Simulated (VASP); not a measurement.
Wanted: the native input for a VASP 6.6.1 run.

- Task: single point
- Functional: PBEsol
- Potentials or basis: VASP PAW PBE potentials, release 64 (Re)
- Cutoff: 520 eV
- k mesh: 17 × 17 × 16
- Occupations: fermi-dirac, width 0.1 eV
- Spin: no spin polarisation
- Dipole correction: no
- Further INCAR settings: ALGO = Normal; EDIFF = 1e-06; NBANDS = 10

The structure of Re lies in POSCAR:

```
Re
1.0
    2.5892804081      0.0000000000      0.0000000000
   -1.2946402041      2.2423826110      0.0000000000
    0.0000000000      0.0000000000      2.3264854342
Re
1
Direct
    0.0000000000      0.0000000000      0.0000000000
```

The input as run:

INCAR

```
SYSTEM = Re
PREC = Accurate
ENCUT = 520
EDIFF = 1E-6
ISMEAR = -1
SIGMA = 0.1
LREAL = .FALSE.
LASPH = .TRUE.
NELM = 80
ALGO = Normal
ISIF = 2
LWAVE = .FALSE.
LCHARG = .FALSE.
GGA = PS
NBANDS = 10
```

KPOINTS

```
regular mesh
0
G
  17 17 16
  0 0 0
```

Potentials or basis: VASP PAW PBE potentials, release 64 (Re).

Command:

```console
$ cat potpaw_PBE.64/Re/POTCAR > POTCAR
$ mpirun -np 1 vasp_std > vasp.out
```

Results of the run:

```json
{
  "Pressure": "69.8 GPa"
}
```

Caveat: the PAW data sets were made with another functional, which shifts forces and pressure a little.

Run time: 16 s on 1 thread of Intel Xeon 6975P-C, with other jobs on the host, peak memory 0.16 GiB.
